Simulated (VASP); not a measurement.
Set up this calculation in VASP 6.6.1, as the native input.

| Item | Value |
| --- | --- |
| Task | relaxation of shape and atoms at fixed volume |
| Functional | PBE |
| Potentials or basis | VASP PAW PBE potentials, release 64 (Fe, Ge_d) |
| Cutoff | 600 eV |
| k mesh | 10 × 10 × 10 |
| Occupations | gaussian, width 0.05 eV |
| Spin | no spin polarisation |
| Dipole correction | no |
| Further INCAR settings | ALGO = Normal; EDIFF = 1e-07; IBRION = 2; EDIFFG = -0.01; NSW = 60; ISIF = 4 |

The structure of FeGe lies in POSCAR:

```
FeGe
1.0
    4.9603830343      0.0000000000      0.0000000000
   -2.4801915171      4.2958177202      0.0000000000
    0.0000000000      0.0000000000      3.8895623351
Fe Ge
3 3
Direct
    0.5000000000      0.0000000000      0.0000000000
    0.5000000000      0.5000000000      0.0000000000
    0.0000000000      0.5000000000      0.0000000000
    0.0000000000      0.0000000000      0.0000000000
    0.3333333333      0.6666666667      0.5000000000
    0.6666666667      0.3333333333      0.5000000000
```

These files were run (other wordings do the same):

INCAR

```
ALGO = Normal
EDIFF = 1E-7
EDIFFG = -0.01
ENCUT = 600
GGA = PE
IBRION = 2
ISIF = 4
ISMEAR = 0
LASPH = True
LCHARG = False
LREAL = False
LWAVE = False
NELM = 60
NSW = 60
PREC = Accurate
SIGMA = 0.05
```

KPOINTS

```
k-points
0
Gamma
  10 10 10
```

Potentials or basis: VASP PAW PBE potentials, release 64 (Fe, Ge_d).

Launch:

```console
$ cat potpaw_PBE.64/Fe/POTCAR potpaw_PBE.64/Ge_d/POTCAR > POTCAR
$ mpirun -np 1 vasp_std > vasp.out
```

It gave:

```
Pressure after relaxing : 3.6 GPa
Band gap on the k mesh  : zero (bands 33 and 34 overlap by 0.53 eV)
```

Caveat: the run has no spin polarisation, though such a crystal can be magnetic.

It took 7.9 min on 1 thread of Intel(R) Xeon(R) Platinum 8375C CPU @ 2.90GHz (Ice Lake), with other jobs on the host, peak memory 0.4 GiB.
